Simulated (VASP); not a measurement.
# WC (WC type) (P-6m2) in VASP: notebook

The runs below take WC (WC type) through relaxation of cell and atoms, with PBE.

Program: VASP 6.6.1. These are calculated values, not measurements. Logs are shortened: lines on timing, memory, paths and dates and some standing lists are left out, and cuts for length are marked.

### 1 The cell of the first run

The structure is hexagonal, space group P-6m2 (No. 187). The conventional cell has a = 2.683 Å, b = 2.683 Å, c = 2.629 Å, α = 90.00°, β = 90.00°, γ = 120.00°. W (site symmetry -6m2) has 6 C at 2.03 Å and 8 W at 2.63 to 2.68 Å within 2.7 Å. Within 2.7 Å of C (site symmetry -6m2) lie 6 W at 2.03 Å and 8 C at 2.63 to 2.68 Å.

### 2 Relaxation of cell and atoms, PBE, target pressure 150 GPa, at which the enthalpy is minimised

INCAR reads:

```
SYSTEM = WC
ALGO     = Normal         ! electronic algorithm
EDIFF    = 1E-6           ! SCF threshold, eV
EDIFFG   = -0.005         ! ionic threshold
ENCUT    = 600            ! plane-wave cutoff, eV
GGA      = PE             ! functional
IBRION   = 2              ! ionic algorithm
ISIF     = 3              ! what is computed and relaxed
ISMEAR   = -1             ! smearing method
LASPH    = .TRUE.         ! aspherical terms in the spheres
LCHARG   = .FALSE.        ! write CHGCAR
LREAL    = .FALSE.        ! projectors in reciprocal space
LWAVE    = .FALSE.        ! write WAVECAR
NELM     = 80             ! most SCF steps
NSW      = 60             ! ionic steps
PREC     = Accurate       ! precision mode
PSTRESS  = 1500.0       
SIGMA    = 0.08           ! smearing width, eV
```

KPOINTS reads:

```
k-points
0
G
  17 17 15
  0 0 0
```

POSCAR reads:

```
WC
1.0
    2.6828610831      0.0000000000      0.0000000000
   -1.3414305416      2.3234258528      0.0000000000
    0.0000000000      0.0000000000      2.6292038615
W C
1 1
Direct
    0.0000000000      0.0000000000      0.0000000000
    0.3333333333      0.6666666667      0.5000000000
```

Potentials or basis: VASP PAW PBE potentials, release 64 (W_sv, C).

The run is started by

```console
cat potpaw_PBE.64/W_sv/POTCAR potpaw_PBE.64/C/POTCAR > POTCAR
mpirun -np 1 vasp_std > vasp.out
```

OUTCAR:

```text
SYSTEM = WC
   EDIFF = 1E-6
   EDIFFG = -0.005
   ENCUT = 600
   GGA = PE
   IBRION = 2
   ISIF = 3
   ISMEAR = -1
   LASPH = .TRUE.
   LREAL = .FALSE.
   NELM = 80
   NSW = 60
   PREC = Accurate
   PSTRESS = 1500.0

 ion  position               nearest neighbor table
   1  0.000  0.000  0.000-   2 2.03   2 2.03   2 2.03   2 2.03   2 2.03   2 2.03
   2  0.333  0.667  0.500-   1 2.03   1 2.03   1 2.03   1 2.03   1 2.03   1 2.03

  LATTYP: Found a hexagonal cell.
 ALAT       =     2.6828610831
 C/A-ratio  =     0.9800000000

  Lattice vectors:

 A1 = (   2.6828610831,   0.0000000000,   0.0000000000)
 A2 = (  -1.3414305416,   2.3234258528,   0.0000000000)
 A3 = (   0.0000000000,   0.0000000000,   2.6292038615)

Analysis of symmetry for initial positions (statically):
=====================================================================
 Subroutine PRICEL returns:
 Original cell was already a primitive cell.

 Routine SETGRP: Setting up the symmetry group for a
 hexagonal supercell.

 Subroutine GETGRP returns: Found 12 space group operations
 (whereof 12 operations were pure point group operations)
 out of a pool of 24 trial point group operations.

The static configuration has the point symmetry D_3h.

Analysis of symmetry for dynamics (positions and initial velocities):
=====================================================================
 Subroutine PRICEL returns:
 Original cell was already a primitive cell.

 Routine SETGRP: Setting up the symmetry group for a
 hexagonal supercell.

 Subroutine GETGRP returns: Found 12 space group operations
 (whereof 12 operations were pure point group operations)
 out of a pool of 24 trial point group operations.

The dynamic configuration has the point symmetry D_3h.

 Subroutine INISYM returns: Found 12 space group operations
 (whereof 12 operations are pure point group operations),
 and found     1 'primitive' translations

----------------------------------------------------------------------------------------

                                     Primitive cell

  volume of cell :      16.3890

  direct lattice vectors                    reciprocal lattice vectors
     2.682861083  0.000000000  0.000000000     0.372736407  0.215199465  0.000000000
    -1.341430542  2.323425853  0.000000000     0.000000000  0.430398930  0.000000000
     0.000000000  0.000000000  2.629203862     0.000000000  0.000000000  0.380343272

  length of vectors
     2.682861083  2.682861083  2.629203862     0.430398930  0.430398930  0.380343272

  position of ions in fractional coordinates (direct lattice)
     0.000000000  0.000000000  0.000000000
     0.333333333  0.666666667  0.500000000

  ion indices of the primitive-cell ions
   primitive index   ion index
                 1           1
                 2           2

----------------------------------------------------------------------------------------

 KPOINTS: k-points

Automatic generation of k-mesh.
 Grid dimensions read from file:
 generate k-points for:   17   17   15

 Generating k-lattice:

  Cartesian coordinates                     Fractional coordinates (reciprocal lattice)
     0.021925671  0.012658792  0.000000000     0.058823529  0.000000000  0.000000000
     0.000000000  0.025317584  0.000000000     0.000000000  0.058823529  0.000000000
     0.000000000  0.000000000  0.025356218     0.000000000  0.000000000  0.066666667

  Length of vectors
     0.025317584  0.025317584  0.025356218

  Shift w.r.t. Gamma in fractional coordinates (k-lattice)
     0.000000000  0.000000000  0.000000000

 Subroutine IBZKPT returns following result:
 ===========================================

 Found    264 irreducible k-points:

 Following reciprocal coordinates:
            Coordinates               Weight
  0.000000  0.000000  0.000000      1.000000
  0.058824  0.000000  0.000000      6.000000
  0.117647  0.000000  0.000000      6.000000
  0.176471  0.000000  0.000000      6.000000
  0.235294  0.000000  0.000000      6.000000
  0.294118  0.000000  0.000000      6.000000
[... 16 lines left out ...]
  0.411765  0.117647  0.000000     12.000000
  0.176471  0.176471  0.000000      6.000000
 [... further k-points ...]
   k-points           NKPTS =    264   k-points in BZ     NKDIM =    264   number of bands    NBANDS=     13
   number of dos      NEDOS =    301   number of ions     NIONS =      2
   total plane-waves  NPLWV =  13824
   dimension x,y,z NGX =    24 NGY =   24 NGZ =   24
   dimension x,y,z NGXF=    48 NGYF=   48 NGZF=   48
   ions per type =               1   1
   NGX,Y,Z   is equivalent  to a cutoff of  14.87, 14.87, 15.18 a.u.
   NGXF,Y,Z  is equivalent  to a cutoff of  29.74, 29.74, 30.35 a.u.
 SYSTEM =  WC
   PREC   = accura    normal or accurate (medium, high low for compatibility)
   ISTART =      0    job   : 0-new  1-cont  2-samecut
   ICHARG =      2    charge: 1-file 2-atom 10-const
   ISPIN  =      1    spin polarized calculation?
   LNONCOLLINEAR =      F non collinear calculations
   LSORBIT =      F    spin-orbit coupling
   LASPH  =      T    aspherical Exc in radial PAW
   ENCUT  =  600.0 eV  44.10 Ry    6.64 a.u.   5.36  5.36  5.25*2*pi/ulx,y,z
   NELM   =     80;   NELMIN=  2; NELMDL= -5     # of ELM steps
   EDIFF  = 0.1E-05   stopping-criterion for ELM
   LREAL  =      F    real-space projection
   EDIFFG = -.5E-02   stopping-criterion for IOM
   NSW    =     60    number of steps for IOM
   IBRION =      2    ionic relax: 0-MD 1-quasi-New 2-CG
   NFREE  =      1    steps in history (QN), initial steepest desc. (CG)
   ISIF   =      3    stress and relaxation
   ISYM   =      2    0-nonsym 1-usesym 2-fastsym
   POTIM  = 0.5000    time-step for ionic-motion
   TEBEG  =    0.0;   TEEND  =   0.0 temperature during run
   PSTRESS= 1500.0 pullay stress
   NELECT =      18.0000    total number of electrons
   NUPDOWN=      -1.0000    fix difference up-down
   EMIN   =  10.00;   EMAX   =-10.00  energy-range for DOS
   EFERMI =   0.00;   METHOD = LEGACY
   ISMEAR =    -1;   SIGMA  =   0.08  broadening in eV -4-tet -1-fermi 0-gaus
   EFERMI_NEDOS =   21; number of points for ismear=-14 and -15
   IALGO  =     38    algorithm
   IMIX   =      4    mixing-type and parameters
     AMIX     =   0.40;   BMIX     =  1.00
     AMIX_MAG =   1.60;   BMIX_MAG =  1.00
  volume/ion in A,a.u.               =       8.19        55.30
  Fermi-wavevector in a.u.,A,eV,Ry     =   1.689074  3.191886 38.817009  2.852970
  Thomas-Fermi vector in A             =   2.771266
   LORBIT       =      0    0 simple, 1 ext, 2 COOP (PROOUT), +10 PAW based schemes
   GGA     = PE    functional components
   LHFCALC =     F    Hartree Fock is set to
   AEXX    =    0.0000 exact exchange contribution
   IVDW    =     0    specifies the selected vdW correction
   LEPSILON=     F    determine dielectric tensor
   LRPA    =     F    only Hartree local field effects (RPA)
 conjugate gradient relaxation of ions
 non-spin polarized calculation
  energy-cutoff  :      600.00
  volume of cell :       16.39
 maximum number of plane-waves:       574
 NGX is ok and might be reduce to    24
   NGX = 11   NGY = 11   NGZ = 11

--------------------------------------- Ionic step        1  -------------------------------------------

 number of electron      18.0000000 magnetization

 Free energy of the ion-electron system (eV)
  ---------------------------------------------------
  ext. energy  EPLUGINS =         0.00000000
  ---------------------------------------------------
  free energy    TOTEN  =       -20.48984931 eV

  energy without entropy =      -20.48390999  energy(sigma->0) =      -20.48687965

------------------------ aborting loop because EDIFF is reached ----------------------------------------

  FORCE on cell =-STRESS in cart. coord.  units (eV):
  Direction    XX          YY          ZZ          XY          YZ          ZX
  --------------------------------------------------------------------------------------
  -------------------------------------------------------------------------------------
  Total       16.3585509     16.3585509     18.1029332     -0.0000000     -0.0000000      0.0000000
  in kB     1599.2050320   1599.2050320   1769.7351051     -0.0000000     -0.0000000      0.0000000
  external PRESSURE =     156.0483897 kB  Pullay stress =    1500.0000000 kB

 VOLUME and BASIS-vectors are now :
 -----------------------------------------------------------------------------
  energy-cutoff  :      600.00
  volume of cell :       16.39
      direct lattice vectors                 reciprocal lattice vectors
     2.682861083  0.000000000  0.000000000     0.372736407  0.215199465  0.000000000
    -1.341430542  2.323425853  0.000000000     0.000000000  0.430398930  0.000000000
     0.000000000  0.000000000  2.629203862     0.000000000  0.000000000  0.380343272
[... 160 lines left out ...]
  FREE ENERGIE OF THE ION-ELECTRON SYSTEM (eV)
  ---------------------------------------------------
  free  energy   TOTEN  =       -20.6775994574 eV

  energy  without entropy=      -20.6722037530  energy(sigma->0) =      -20.67490161

  enthalpy is  TOTEN    =        -5.1602071554 eV   P V=       15.5173923020

--------------------------------------- Ionic step        6  -------------------------------------------

 number of electron      18.0000002 magnetization

 Free energy of the ion-electron system (eV)
  ---------------------------------------------------
  ext. energy  EPLUGINS =         0.00000000
  ---------------------------------------------------
  free energy    TOTEN  =       -20.74573344 eV

  energy without entropy =      -20.74019601  energy(sigma->0) =      -20.74296472

 E-fermi :  14.6330     XC(G=0): -15.0739

 val. band max:       14.6229344237   @ k =   0.4118   0.1176   0.4667
 cond. band min:      14.6360437826   @ k =   0.4118   0.0588   0.4000
 fundamental gap:      0.0131093590
 Fermi energy:        14.6329869242

 k-point     1 :       0.0000    0.0000    0.0000
  band No.  band energies     occupation
      1     -59.0848      2.00000
      2     -23.0873      2.00000
      3     -22.7644      2.00000
      4     -22.7644      2.00000
      5      -1.6510      2.00000
      6       8.7333      2.00000
      7      10.2727      2.00000
      8      10.2727      2.00000
      9      14.5379      1.53309
     10      18.8643      0.00000
     11      18.8643      0.00000
     12      21.3764      0.00000
     13      21.3764      0.00000

 k-point     2 :       0.0588    0.0000    0.0000
  band No.  band energies     occupation
      1     -59.0791      2.00000
      2     -23.0783      2.00000
      3     -22.8326      2.00000
      4     -22.7790      2.00000
      5      -1.5249      2.00000
      6       8.7999      2.00000
      7      10.1069      2.00000
      8      10.3920      2.00000
      9      14.1738      1.99359
     10      18.8119      0.00000
     11      19.2501      0.00000
[... 339 lines left out ...]
 k-point    24 :       0.1765    0.1765    0.0000
  band No.  band energies     occupation
      1     -58.9693      2.00000
      2     -23.9263      2.00000
      3     -23.1704      2.00000
      4     -22.9022      2.00000
      5       1.0502      2.00000
      6       7.3277      2.00000
      7      10.6834      2.00000
      8      10.7812      2.00000
      9      12.3800      2.00000
     10      17.1627      0.00000
     11      18.2904      0.00000
     12      20.8817      0.00000
     13      23.3713      0.00000

 [... further k-points ...]

------------------------ aborting loop because EDIFF is reached ----------------------------------------

  FORCE on cell =-STRESS in cart. coord.  units (eV):
  Direction    XX          YY          ZZ          XY          YZ          ZX
  --------------------------------------------------------------------------------------
  -------------------------------------------------------------------------------------
  Total       15.5829778     15.5829778     15.5884455     -0.0000000      0.0000000     -0.0000000
  in kB     1500.2733642   1500.2733642   1500.7997734     -0.0000000      0.0000000     -0.0000000
  external PRESSURE =       0.4488340 kB  Pullay stress =    1500.0000000 kB

 VOLUME and BASIS-vectors are now :
 -----------------------------------------------------------------------------
  energy-cutoff  :      600.00
  volume of cell :       16.64
      direct lattice vectors                 reciprocal lattice vectors
     2.685068690 -0.000000000  0.000000000     0.372429951  0.215022532  0.000000000
    -1.342534345  2.325337697 -0.000000000     0.000000000  0.430045065  0.000000000
     0.000000000 -0.000000000  2.665319046    -0.000000000  0.000000000  0.375189605

 POSITION                                       TOTAL-FORCE (eV/Angst)
 -----------------------------------------------------------------------------------
      0.00000      0.00000      0.00000         0.000000     -0.000000     -0.000000
     -0.00000      1.55023      1.33266        -0.000000      0.000000      0.000000
 -----------------------------------------------------------------------------------
    total drift:                                0.000000     -0.000000     -0.000000

  FREE ENERGIE OF THE ION-ELECTRON SYSTEM (eV)
  ---------------------------------------------------
  free  energy   TOTEN  =       -20.7457334406 eV

  energy  without entropy=      -20.7401960053  energy(sigma->0) =      -20.74296472

  enthalpy is  TOTEN    =        -5.1655950131 eV   P V=       15.5801384276

 reached required accuracy - stopping structural energy minimisation
```

Wall time 94 s (1 thread of Intel Xeon 6975P-C (Granite Rapids), shared host); peak memory 0.21 GiB.

What came out:

```
Free energy                                                : -20.7457 eV
Relaxed volume                                             : 8.32 Å³/atom
Relaxed cell                                               : a = 2.685 Å, b = 2.685 Å, c = 2.665 Å, α = 90.00°, β = 90.00°, γ = 120.00°
Space group after relaxing (to 0.1 Å)                      : P-6m2 (No. 187)
Energy change on relaxing (the run minimises the enthalpy) : -127.9 meV/atom
Ionic steps                                                : 6
Pressure after relaxing                                    : 150.0 GPa
Band gap on the k mesh                                     : zero (bands 9 and 10 overlap by 1.72 eV)
```

The path:
| step | energy change (eV) | largest force (eV/Å) | pressure (GPa) | volume (Å³) |
| --- | --- | --- | --- | --- |
| 1 | 0.0000 | 0.0000 | 165.60 | 16.39 |
| 2 | -1.3644 | 0.0000 | 71.09 | 18.35 |
| 3 | -0.3080 | 0.0000 | 147.12 | 16.70 |
| 4 | -0.2907 | 0.0000 | 148.18 | 16.68 |
| 5 | -0.1878 | 0.0000 | 153.31 | 16.57 |
| 6 | -0.2559 | 0.0000 | 150.04 | 16.64 |

Final structure:
```
W C
1.0
     2.68507    0.00000    0.00000
    -1.34253    2.32534    0.00000
     0.00000    0.00000    2.66532
W C
1 1
Cartesian
  0.0000 0.0000 0.0000
  0.0000 1.5502 1.3327
```

Caveat: the cell is relaxed towards a set pressure, so the run minimises the enthalpy, not the energy; spin-orbit coupling is left out, which moves the levels of the heavy elements.

### 3 Relaxation of cell and atoms, PBE, target pressure 150 GPa, at which the enthalpy is minimised

This run uses another cell than the first one, of 8.29 Å³/atom.

INCAR reads:

```
PREC = Accurate
ENCUT = 600
EDIFF = 1E-6
ISMEAR = -1
SIGMA = 0.08
LREAL = False
LASPH = True
NELM = 60
ALGO = Normal
ISIF = 3
LWAVE = False
LCHARG = False
GGA = PE
IBRION = 2
NSW = 32
EDIFFG = -0.005
PSTRESS = 1500.0
```

KPOINTS reads:

```
Automatic mesh
0
Gamma
  17 17 15
```

POSCAR reads:

```
WC
1.0
    2.6821778437      0.0000000000      0.0000000000
   -1.3410889219      2.3228341501      0.0000000000
    0.0000000000      0.0000000000      2.6618558474
W C
1 1
Direct
    0.0000000000      0.0000000000      0.0000000000
    0.3333333333      0.6666666667      0.5000000000
```

Potentials or basis: VASP PAW PBE potentials, release 64 (W_sv, C).

The run is started by

```console
cat potpaw_PBE.64/W_sv/POTCAR potpaw_PBE.64/C/POTCAR > POTCAR
mpirun -np 1 vasp_std > vasp.out
```

Run time: 53 s. Hardware: 1 thread of Intel Xeon 6975P-C (Granite Rapids), shared host; peak memory 0.21 GiB.

The run converged. Its results:

```
Free energy                                                : -20.7469 eV
Relaxed volume                                             : 8.32 Å³/atom
Relaxed cell                                               : a = 2.685 Å, b = 2.685 Å, c = 2.665 Å, α = 90.00°, β = 90.00°, γ = 120.00°
Space group after relaxing (to 0.1 Å)                      : P-6m2 (No. 187)
Energy change on relaxing (the run minimises the enthalpy) : -27.6 meV/atom
Ionic steps                                                : 3
Pressure after relaxing                                    : 150.0 GPa
Band gap on the k mesh                                     : zero (bands 9 and 10 overlap by 1.72 eV)
```

Step by step:
```tsv
step	energy change (eV)	largest force (eV/Å)	pressure (GPa)	volume (Å³)
1	0.0000	0.0000	153.31	16.58
2	-0.3671	0.0000	130.61	17.00
3	-0.0552	0.0000	149.99	16.64
```

Final structure:
```xyz
2
Lattice="2.6852 0.0000 0.0000 -1.3426 2.3254 0.0000 0.0000 0.0000 2.6653" Properties=species:S:1:pos:R:3 pbc="T T T"
W     0.0000    0.0000    2.6653
C     0.0000    1.5503    1.3327
```

Levels at points of the mesh, in eV from the Fermi level:
```
           k point  band 6  band 7  band 8  band 9  band 10  band 11  band 12  band 13
(0.00, 0.00, 0.00)   -5.90   -4.36   -4.36   -0.09     4.23     4.23     6.74     6.74
```

Caveat: the cell is relaxed towards a set pressure, so the run minimises the enthalpy, not the energy; spin-orbit coupling is left out, which moves the levels of the heavy elements.
